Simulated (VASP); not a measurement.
## Ge: single point with PBEsol

The system is Ge.

```
Ge
1.0
     3.99759    0.00000    0.00000
    -1.99879    3.46201    0.00000
     0.00000    0.00000    6.59938
Ge
4
Direct
  0.66667 0.33333 0.06290
  0.33333 0.66667 0.56290
  0.66667 0.33333 0.43710
  0.33333 0.66667 0.93710
```

| Property | Result |
| --- | --- |
| Program | VASP 6.6.1 |
| Task | single point |
| Functional | PBEsol |
| Potentials or basis | VASP PAW PBE potentials, release 64 (Ge_d) |
| Cutoff | 520 eV |
| k mesh | 7 × 7 × 4 |
| Occupations | gaussian, width 0.1 eV |
| Spin | no spin polarisation |

```json
{"Pressure": "-0.1 GPa", "Largest force": "0.006 eV/Å", "Band gap on the k mesh": "0.10 eV, indirect (least direct gap 0.16 eV)"}
```

Forces on the atoms (eV/Å):
```
Ge   0.000  0.000  0.006
Ge   0.000  0.000  0.006
Ge   0.000  0.000 -0.006
Ge   0.000  0.000 -0.006
```

Stress tensor (GPa, compression positive):
```
 0.03  0.00  0.00
 0.00  0.03  0.00
 0.00  0.00 -0.41
```

Levels at points of the mesh, in eV from the valence-band top:
```tsv
k point	band 26	band 27	band 28	band 29	band 30	band 31
(0.00, 0.00, 0.00)	-0.12	-0.10	0.00	0.16	0.16	2.28
(0.00, 0.00, 0.50)	-0.82	-0.82	-0.82	0.68	0.68	3.39
```

It took 100 s on 1 thread of AMD EPYC 7R13, with other jobs on the host, peak memory 0.19 GiB.

Caveat: the PAW data sets were made with another functional, which shifts forces and pressure a little. A k mesh can miss the band edges.
